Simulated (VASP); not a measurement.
CaSe, 2 atoms in the cell. Symmetry: Fm-3m, No. 225, cubic system. Conventional cell: a = 5.830 Å, b = 5.830 Å, c = 5.830 Å, α = 90.00°, β = 90.00°, γ = 90.00°. Within 3.8 Å of Ca (site symmetry m-3m) lie 6 Se at 2.91 Å. Se (site symmetry m-3m) has 6 Ca at 2.91 Å within 3.8 Å.  This cell differs from its parent crystal: volume scaled by 0.980.

```yaml
Program: VASP 6.6.1
Task: vibrations by perturbation theory
Functional: PBEsol
Potentials_or_basis: VASP PAW PBE potentials, release 64 (Ca_sv, Se)
Cutoff: 520 eV
k_mesh: 6 × 6 × 6
Occupations: gaussian, width 0.01 eV
Spin: no spin polarisation
Dipole_correction: no
Further_INCAR_settings: ALGO = Normal; EDIFF = 1e-08; NBANDS = 15; IBRION = 8; NSW = 1
```

Potentials or basis: VASP PAW PBE potentials, release 64 (Ca_sv, Se).

Command:

```console
$ cat potpaw_PBE.64/Ca_sv/POTCAR potpaw_PBE.64/Se/POTCAR > POTCAR
$ mpirun -np 1 vasp_std > vasp.out
```

Hardware: 1 thread of Intel Xeon 6975P-C (shared host).

Task: How long does it take, and how much memory?

Result: Run time: 2 min on 1 thread of Intel Xeon 6975P-C, on a shared host, peak memory 0.24 GiB. Counts: scf iterations 60, k points 16.
